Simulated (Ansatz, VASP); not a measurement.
ZrB2: VASP beside Ansatz

The input INCAR:

```
SYSTEM = ZrB2
ALGO = Normal
EDIFF = 1E-6
ENCUT = 520
GGA = CA
ISIF = 2
ISMEAR = -1
LASPH = .True.
LCHARG = .True.
LELF = .True.
LREAL = .False.
LVHAR = .True.
LWAVE = .False.
NBANDS = 16
NELM = 80
PREC = Accurate
SIGMA = 0.05
```

KPOINTS

```
k-points
0
Gamma
  12 12 9
  0 0 0
```

The input POSCAR:

```
ZrB2
1.0
    3.1966498238      0.0000000000      0.0000000000
   -1.5983249119      2.7683799544      0.0000000000
    0.0000000000      0.0000000000      3.5200000000
Zr B
1 2
Direct
    0.0000000000      0.0000000000      0.0000000000
    0.3333333333      0.6666666667      0.5000000000
    0.6666666667      0.3333333333      0.5000000000
```

Input for Ansatz:

```yaml
crystal:
  lattice:
    - [3.1966498238, 0.0, 0.0]
    - [-1.5983249119, 2.7683799544, 0.0]
    - [0.0, 0.0, 3.52]
  atoms:
    - { symbol: Zr, position: [0.0, 0.0, 0.0] }
    - { symbol: B, position: [0.3333333333, 0.6666666667, 0.5] }
    - { symbol: B, position: [0.6666666667, 0.3333333333, 0.5] }
kpoints:
  mp_grid: { grid: [12, 12, 9] }
  band_path:
    path:
      - [0.0, 0.0, 0.0]
      - [0.5, 0.0, 0.0]
      - [0.3333333333, 0.3333333333, 0.0]
      - [0.0, 0.0, 0.0]
      - [0.0, 0.0, 0.5]
      - [0.5, 0.0, 0.5]
      - [0.3333333333, 0.3333333333, 0.5]
      - [0.0, 0.0, 0.5]
      - [0.5, 0.0, 0.5]
    npoints: 5
scf:
  occupations: { method: fermi_dirac, width: 0.05 }
hamiltonian:
  xc: lda
  pseudopotentials: { kind: all_electron, lapw: { basis_error: 0.001 } }
output:
  forces: true
  stress: true
  eigenvalues: true
```

Change from the starting cell: equal xx and yy strain of +1 %.

Alike in both runs: task single point; functional LDA; k mesh 12 × 12 × 9; occupations fermi-dirac, width 0.05 eV; no spin polarisation.

|  | VASP | Ansatz |
| --- | --- | --- |
| version | VASP 6.6.1 | Ansatz 0.2.0 |
| potentials or method | VASP PAW LDA potentials, release 64 (Zr_sv, B), cutoff 520 eV | all-electron LAPW, scalar-relativistic |

```tsv
	VASP	Ansatz	Ansatz less VASP
pressure (GPa)	-11.4	-11.8	-0.43
traceless stress, the component that is largest in VASP (GPa)	3.30	3.31	+0.006
```

LDA's correlation is that of Perdew and Zunger in VASP and of Perdew and Wang (1992) in Ansatz. Ansatz ran all-electron here, and VASP with PAW potentials.
